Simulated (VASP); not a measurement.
# Sn in VASP: single point with PBE

Aim: the single point of Sn with PBE.

Everything below comes from runs of VASP 6.6.1. Logs are shortened: lines on timing, memory, paths and dates and some standing lists are left out, and cuts for length are marked.

### Step 1. The cell of the first run

The typed cell holds 2 atoms: a = 3.456 Å, b = 3.456 Å, c = 4.691 Å, α = 90.00°, β = 90.00°, γ = 90.00°.

### Step 2. Single point, PBE

Input file INCAR:

```
PREC = Accurate ; ENCUT = 520
EDIFF = 1E-6 ; ISMEAR = 0
SIGMA = 0.1 ; LREAL = False
LASPH = True ; NELM = 100
ALGO = Fast ; ISIF = 2
LWAVE = False ; LCHARG = True
GGA = PE ; LELF = True
LVHAR = True ; NBANDS = 21
```

Input file KPOINTS:

```
regular mesh
0
Gamma
  14 14 8
```

Input file POSCAR:

```
Sn
1.0
    3.4564508269      0.0000000000      0.0000000000
    0.0000000000      3.4564508269      0.0000000000
    0.0000000000      0.0000000000      4.6911631726
Sn
2
Direct
    0.0000000000      0.5000000000      0.2499825539
    0.5000000000      0.0000000000      0.7500174461
```

Potentials or basis: VASP PAW PBE potentials, release 64 (Sn_d).

Command:

```bash
cat potpaw_PBE.64/Sn_d/POTCAR > POTCAR
mpirun -np 1 vasp_std > vasp.out
```

OUTCAR:

```text
PREC = Accurate
   ENCUT = 520
   EDIFF = 1E-6
   ISMEAR = 0
   LREAL = False
   LASPH = True
   NELM = 100
   ISIF = 2
   GGA = PE

 ion  position               nearest neighbor table
   1  0.000  0.500  0.250-   2 3.39   2 3.39   2 3.39   2 3.39   2 3.39   2 3.39   2 3.39   2 3.39

   2  0.500  0.000  0.750-   1 3.39   1 3.39   1 3.39   1 3.39   1 3.39   1 3.39   1 3.39   1 3.39

  LATTYP: Found a simple tetragonal cell.
 ALAT       =     3.4564508269
 C/A-ratio  =     1.3572197053

  Lattice vectors:

 A1 = (   3.4564508269,   0.0000000000,   0.0000000000)
 A2 = (   0.0000000000,   3.4564508269,   0.0000000000)
 A3 = (   0.0000000000,   0.0000000000,   4.6911631726)

Analysis of symmetry for initial positions (statically):
=====================================================================
 Subroutine PRICEL returns:
 Original cell was already a primitive cell.

 Routine SETGRP: Setting up the symmetry group for a
 simple tetragonal supercell.

 Subroutine GETGRP returns: Found 16 space group operations
 (whereof  8 operations were pure point group operations)
 out of a pool of 16 trial point group operations.

The static configuration has the point symmetry D_2d.
 The point group associated with its full space group is D_4h.

Analysis of symmetry for dynamics (positions and initial velocities):
=====================================================================
 Subroutine PRICEL returns:
 Original cell was already a primitive cell.

 Routine SETGRP: Setting up the symmetry group for a
 simple tetragonal supercell.

 Subroutine GETGRP returns: Found 16 space group operations
 (whereof  8 operations were pure point group operations)
 out of a pool of 16 trial point group operations.

The dynamic configuration has the point symmetry D_2d.
 The point group associated with its full space group is D_4h.

 Subroutine INISYM returns: Found 16 space group operations
 (whereof  8 operations are pure point group operations),
 and found     1 'primitive' translations

----------------------------------------------------------------------------------------

                                     Primitive cell

  volume of cell :      56.0456

  direct lattice vectors                    reciprocal lattice vectors
     3.456450827  0.000000000  0.000000000     0.289314112  0.000000000  0.000000000
     0.000000000  3.456450827  0.000000000     0.000000000  0.289314112  0.000000000
     0.000000000  0.000000000  4.691163173     0.000000000  0.000000000  0.213166748

  length of vectors
     3.456450827  3.456450827  4.691163173     0.289314112  0.289314112  0.213166748

  position of ions in fractional coordinates (direct lattice)
     0.000000000  0.500000000  0.249982554
     0.500000000  0.000000000  0.750017446

  ion indices of the primitive-cell ions
   primitive index   ion index
                 1           1
                 2           2

----------------------------------------------------------------------------------------

 KPOINTS: regular mesh

Automatic generation of k-mesh.
 Grid dimensions read from file:
 generate k-points for:   14   14    8

 Generating k-lattice:

  Cartesian coordinates                     Fractional coordinates (reciprocal lattice)
     0.020665294  0.000000000  0.000000000     0.071428571  0.000000000  0.000000000
     0.000000000  0.020665294  0.000000000     0.000000000  0.071428571  0.000000000
     0.000000000  0.000000000  0.026645844     0.000000000  0.000000000  0.125000000

  Length of vectors
     0.020665294  0.020665294  0.026645844

  Shift w.r.t. Gamma in fractional coordinates (k-lattice)
     0.000000000  0.000000000  0.000000000

 Subroutine IBZKPT returns following result:
 ===========================================

 Found    180 irreducible k-points:

 Following reciprocal coordinates:
            Coordinates               Weight
  0.000000  0.000000  0.000000      1.000000
  0.071429  0.000000  0.000000      4.000000
  0.142857  0.000000  0.000000      4.000000
  0.214286  0.000000  0.000000      4.000000
  0.285714  0.000000  0.000000      4.000000
  0.357143  0.000000  0.000000      4.000000
[... 16 lines left out ...]
  0.285714  0.214286  0.000000      8.000000
  0.357143  0.214286  0.000000      8.000000
 [... further k-points ...]
   k-points           NKPTS =    180   k-points in BZ     NKDIM =    180   number of bands    NBANDS=     21
   number of dos      NEDOS =    301   number of ions     NIONS =      2
   total plane-waves  NPLWV =  28224
   dimension x,y,z NGX =    28 NGY =   28 NGZ =   36
   dimension x,y,z NGXF=    56 NGYF=   56 NGZF=   72
   ions per type =               2
   NGX,Y,Z   is equivalent  to a cutoff of  13.47, 13.47, 12.76 a.u.
   NGXF,Y,Z  is equivalent  to a cutoff of  26.93, 26.93, 25.52 a.u.
 SYSTEM =  unknown system
   PREC   = accura    normal or accurate (medium, high low for compatibility)
   ISTART =      0    job   : 0-new  1-cont  2-samecut
   ICHARG =      2    charge: 1-file 2-atom 10-const
   ISPIN  =      1    spin polarized calculation?
   LNONCOLLINEAR =      F non collinear calculations
   LSORBIT =      F    spin-orbit coupling
   LASPH  =      T    aspherical Exc in radial PAW
   ENCUT  =  520.0 eV  38.22 Ry    6.18 a.u.   6.43  6.43  8.72*2*pi/ulx,y,z
   NELM   =    100;   NELMIN=  2; NELMDL= -5     # of ELM steps
   EDIFF  = 0.1E-05   stopping-criterion for ELM
   LREAL  =      F    real-space projection
   EDIFFG = 0.1E-04   stopping-criterion for IOM
   NSW    =      0    number of steps for IOM
   IBRION =     -1    ionic relax: 0-MD 1-quasi-New 2-CG
   NFREE  =      0    steps in history (QN), initial steepest desc. (CG)
   ISIF   =      2    stress and relaxation
   ISYM   =      2    0-nonsym 1-usesym 2-fastsym
   POTIM  = 0.5000    time-step for ionic-motion
   TEBEG  =    0.0;   TEEND  =   0.0 temperature during run
   PSTRESS=    0.0 pullay stress
   NELECT =      28.0000    total number of electrons
   NUPDOWN=      -1.0000    fix difference up-down
   EMIN   =  10.00;   EMAX   =-10.00  energy-range for DOS
   EFERMI =   0.00;   METHOD = LEGACY
   ISMEAR =     0;   SIGMA  =   0.10  broadening in eV -4-tet -1-fermi 0-gaus
   EFERMI_NEDOS =   21; number of points for ismear=-14 and -15
   IALGO  =     68    algorithm
   IMIX   =      4    mixing-type and parameters
     AMIX     =   0.40;   BMIX     =  1.00
     AMIX_MAG =   1.60;   BMIX_MAG =  1.00
  volume/ion in A,a.u.               =      28.02       189.11
  Fermi-wavevector in a.u.,A,eV,Ry     =   1.299014  2.454780 22.958970  1.687437
  Thomas-Fermi vector in A             =   2.430305
   LORBIT       =      0    0 simple, 1 ext, 2 COOP (PROOUT), +10 PAW based schemes
   GGA     = PE    functional components
   LHFCALC =     F    Hartree Fock is set to
   AEXX    =    0.0000 exact exchange contribution
   IVDW    =     0    specifies the selected vdW correction
   LEPSILON=     F    determine dielectric tensor
   LRPA    =     F    only Hartree local field effects (RPA)
 non-spin polarized calculation
 RMM-DIIS sequential band-by-band and
 Gauss-broadening in eV      SIGMA  =   0.10
  energy-cutoff  :      520.00
  volume of cell :       56.05
 maximum number of plane-waves:      1538
 NGX is ok and might be reduce to    28
   NGX = 13   NGY = 13   NGZ = 17

 number of electron      27.9999985 magnetization

 Free energy of the ion-electron system (eV)
  ---------------------------------------------------
  ext. energy  EPLUGINS =         0.00000000
  ---------------------------------------------------
  free energy    TOTEN  =        -7.58539509 eV

  energy without entropy =       -7.58259658  energy(sigma->0) =       -7.58399584

 E-fermi :   7.7670     XC(G=0): -10.2209

 val. band max:        7.7457207963   @ k =   0.1429   0.0714   0.3750
 cond. band min:       7.8307968598   @ k =   0.3571   0.1429   0.1250
 fundamental gap:      0.0850760636
 Fermi energy:         7.7669986628

 k-point     1 :       0.0000    0.0000    0.0000
  band No.  band energies     occupation
      1     -13.8464      2.00000
      2     -13.8010      2.00000
      3     -13.7827      2.00000
      4     -13.7827      2.00000
      5     -13.7591      2.00000
      6     -13.7187      2.00000
[... 13 lines left out ...]
     20      15.2564      0.00000
     21      18.3664      0.00000

 k-point     2 :       0.0714    0.0000    0.0000
  band No.  band energies     occupation
      1     -13.8414      2.00000
      2     -13.7978      2.00000
      3     -13.7826      2.00000
      4     -13.7805      2.00000
      5     -13.7561      2.00000
      6     -13.7194      2.00000
[... 13 lines left out ...]
     20      15.2682      0.00000
     21      17.9097      0.00000

 k-point     3 :       0.1429    0.0000    0.0000
  band No.  band energies     occupation
      1     -13.8287      2.00000
      2     -13.7874      2.00000
      3     -13.7820      2.00000
      4     -13.7738      2.00000
      5     -13.7489      2.00000
      6     -13.7212      2.00000
[... 13 lines left out ...]
     20      15.5189      0.00000
     21      17.7544      0.00000

 k-point     4 :       0.2143    0.0000    0.0000
  band No.  band energies     occupation
      1     -13.8138      2.00000
      2     -13.7800      2.00000
      3     -13.7676      2.00000
      4     -13.7632      2.00000
      5     -13.7425      2.00000
      6     -13.7233      2.00000
[... 13 lines left out ...]
     20      17.4899      0.00000
     21      17.9840      0.00000

 k-point     5 :       0.2857    0.0000    0.0000
  band No.  band energies     occupation
      1     -13.8001      2.00000
      2     -13.7757      2.00000
      3     -13.7492      2.00000
      4     -13.7413      2.00000
      5     -13.7400      2.00000
      6     -13.7247      2.00000
[... 13 lines left out ...]
     20      18.4189      0.00000
     21      18.4538      0.00000
[... 382 lines left out ...]
     20      17.1253      0.00000
     21      18.1504      0.00000

 k-point    22 :       0.2143    0.2143    0.0000
  band No.  band energies     occupation
      1     -13.8114      2.00000
      2     -13.7649      2.00000
      3     -13.7646      2.00000
      4     -13.7437      2.00000
      5     -13.7164      2.00000
      6     -13.7110      2.00000
[... 13 lines left out ...]
     20      16.0879      0.00000
     21      17.5373      0.00000

 k-point    23 :       0.2857    0.2143    0.0000
  band No.  band energies     occupation
      1     -13.8173      2.00000
      2     -13.7644      2.00000
      3     -13.7525      2.00000
      4     -13.7379      2.00000
      5     -13.7372      2.00000
      6     -13.6987      2.00000
[... 13 lines left out ...]
     20      15.4988      0.00000
     21      17.9129      0.00000

 k-point    24 :       0.3571    0.2143    0.0000
  band No.  band energies     occupation
      1     -13.8182      2.00000
      2     -13.7650      2.00000
      3     -13.7632      2.00000
      4     -13.7599      2.00000
      5     -13.7157      2.00000
      6     -13.6953      2.00000
[... 13 lines left out ...]
     20      15.4962      0.00000
     21      17.7550      0.00000

 [... further k-points ...]
[... 5 lines left out ...]
  --------------------------------------------------------------------------------------
  -------------------------------------------------------------------------------------
  Total       -0.0218595     -0.0218595     -0.0079546      0.0000000      0.0000000      0.0000000
  in kB       -0.6248978     -0.6248978     -0.2273989      0.0000000      0.0000000      0.0000000
  external PRESSURE =      -0.4923982 kB  Pullay stress =       0.0000000 kB

 VOLUME and BASIS-vectors are now :
 -----------------------------------------------------------------------------
  energy-cutoff  :      520.00
  volume of cell :       56.05
      direct lattice vectors                 reciprocal lattice vectors
     3.456450827  0.000000000  0.000000000     0.289314112  0.000000000  0.000000000
     0.000000000  3.456450827  0.000000000     0.000000000  0.289314112  0.000000000
     0.000000000  0.000000000  4.691163173     0.000000000  0.000000000  0.213166748

 POSITION                                       TOTAL-FORCE (eV/Angst)
 -----------------------------------------------------------------------------------
      0.00000      1.72823      1.17271         0.000000      0.000000      0.000335
      1.72823      0.00000      3.51845        -0.000000      0.000000     -0.000335
 -----------------------------------------------------------------------------------
    total drift:                                0.000000      0.000000      0.000000

  FREE ENERGIE OF THE ION-ELECTRON SYSTEM (eV)
  ---------------------------------------------------
  free  energy   TOTEN  =        -7.5853950941 eV

  energy  without entropy=       -7.5825965807  energy(sigma->0) =       -7.58399584
```

Wall time 66 s (1 thread of Intel Xeon 6975P-C (Granite Rapids), shared host); peak memory 0.29 GiB.

Results:

* Free energy: -7.5854 eV
* Pressure: 0.0 GPa
* Band gap on the k mesh: zero (band 14 reaches 11.03 eV, above the bottom of band 15 at 6.09 eV)

Caveat: spin-orbit coupling is left out, which moves the levels of the heavy elements.
